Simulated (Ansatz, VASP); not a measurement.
## Two plane-wave programs on C

```
C
1.0
     1.57751    0.00000    0.00000
     0.00000    2.54779    0.00000
     0.00000    0.00000    2.82551
C
2
Direct
  0.00000 0.50000 0.67809
  0.50000 0.00000 0.32191
```

Alike in both runs: task single point; functional PBE; k mesh 10 × 6 × 6; occupations gaussian, width 0.1 eV; collinear spin.

|  | VASP | Ansatz |
| --- | --- | --- |
| version | VASP 6.6.1 | Ansatz 0.2.0 |
| potentials or method | VASP PAW PBE potentials, release 64 (C), cutoff 520 eV | scalar-relativistic, plane waves, PAW |
| valence electrons in the cell | 8 | 8 |

|  | VASP | Ansatz | Ansatz less VASP |
| --- | --- | --- | --- |
| gap on the k mesh at the Fermi level (eV) | none | none | - |
| rms of the force components (eV/Å) | 0.162 | 0.171 | +0.0087 |
| net moment per atom (μB) | 0.00 | 0.00 | 0.000 |

Atom by atom the forces differ by 0.009 eV/Å (rms over components). A gap of «none» marks a metal or a gap that the smearing closes. Ansatz's warnings: seeded moment not kept.

The k mesh is coarse, so the values compare programs but aren't converged.
